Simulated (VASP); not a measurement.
Set up this calculation in VASP 6.6.1, as the native input.

- Task: single point
- Functional: LDA
- Potentials or basis: VASP PAW LDA potentials, release 64 (W_sv)
- Cutoff: 520 eV
- k mesh: 14 × 14 × 14
- Occupations: gaussian, width 0.2 eV
- Spin: no spin polarisation
- Dipole correction: no
- Further INCAR settings: ALGO = Normal; EDIFF = 1e-06; NBANDS = 13

The structure of W lies in POSCAR:

```
W
1.0
   -1.5676867250      1.5676867250      1.5676867250
    1.5676867250     -1.5676867250      1.5676867250
    1.5676867250      1.5676867250     -1.5676867250
W
1
Direct
    0.0000000000      0.0000000000      0.0000000000
```

These files were run (other wordings do the same):

INCAR

```
PREC     = Accurate       # precision mode
ENCUT    = 520            # plane-wave cutoff, eV
EDIFF    = 1E-6           # SCF threshold, eV
ISMEAR   = 0              # smearing method
SIGMA    = 0.2            # smearing width, eV
LREAL    = F              # projectors in reciprocal space
LASPH    = T              # aspherical terms in the spheres
NELM     = 100            # most SCF steps
ALGO     = Normal         # electronic algorithm
ISIF     = 2              # what is computed and relaxed
LWAVE    = F              # write WAVECAR
LCHARG   = T              # write CHGCAR
GGA      = CA             # functional
LELF     = T              # ELF
LVHAR    = T            
NBANDS   = 13             # bands
```

KPOINTS

```
Automatic mesh
0
Gamma
  14 14 14
```

Potentials or basis: VASP PAW LDA potentials, release 64 (W_sv).

Launch:

```sh
$ cat potpaw_LDA.64/W_sv/POTCAR > POTCAR
$ mpirun -np 1 vasp_std > vasp.out
```

It gave:

```yaml
Pressure: 1.9 GPa
Band_gap_on_the_k_mesh: zero (band 7 reaches 17.09 eV, above the bottom of band 8 at 10.42 eV)
```

Caveat: spin-orbit coupling is left out, which moves the levels of the heavy elements.

Run time: 9.7 s on 1 thread of AMD EPYC 9R45 96-Core Processor (Zen 5), on a shared host, peak memory 0.1 GiB.
